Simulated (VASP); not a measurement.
MgO (Periclase), 2 atoms in the cell. It takes space group Fm-3m (No. 225, cubic). The conventional cell has a = 4.204 Å, b = 4.204 Å, c = 4.204 Å, α = 90.00°, β = 90.00°, γ = 90.00°. Within 2.8 Å of Mg (site symmetry m-3m) lie 6 O at 2.10 Å. Within 2.8 Å of O (site symmetry m-3m) lie 6 Mg at 2.10 Å. 

```yaml
Program: VASP 6.6.1
Task: single point
Functional: r2SCAN
Potentials_or_basis: VASP PAW PBE potentials, release 64 (Mg, O)
Cutoff: 520 eV
k_mesh: 10 × 10 × 10
Occupations: fermi-dirac, width 0.02 eV
Spin: no spin polarisation
Dipole_correction: no
Further_INCAR_settings: ALGO = Normal; EDIFF = 1e-07; NBANDS = 11
```

Potentials or basis: VASP PAW PBE potentials, release 64 (Mg, O).

Run with:

```bash
$ cat potpaw_PBE.64/Mg/POTCAR potpaw_PBE.64/O/POTCAR > POTCAR
$ cp INCAR.step1 INCAR
$ mpirun -np 1 vasp_std > vasp.out
$ cp INCAR.step2 INCAR
$ mpirun -np 1 vasp_std > vasp.out
```

Hardware: 1 thread of AMD EPYC 9R45 96-Core Processor (Zen 5), on a shared host.

**Question.** Estimate the wall time of this run.

**Answer.** It took 36 s on 1 thread of AMD EPYC 9R45 96-Core Processor (Zen 5), with other jobs on the host, peak memory 0.12 GiB. Counts: k points 47.
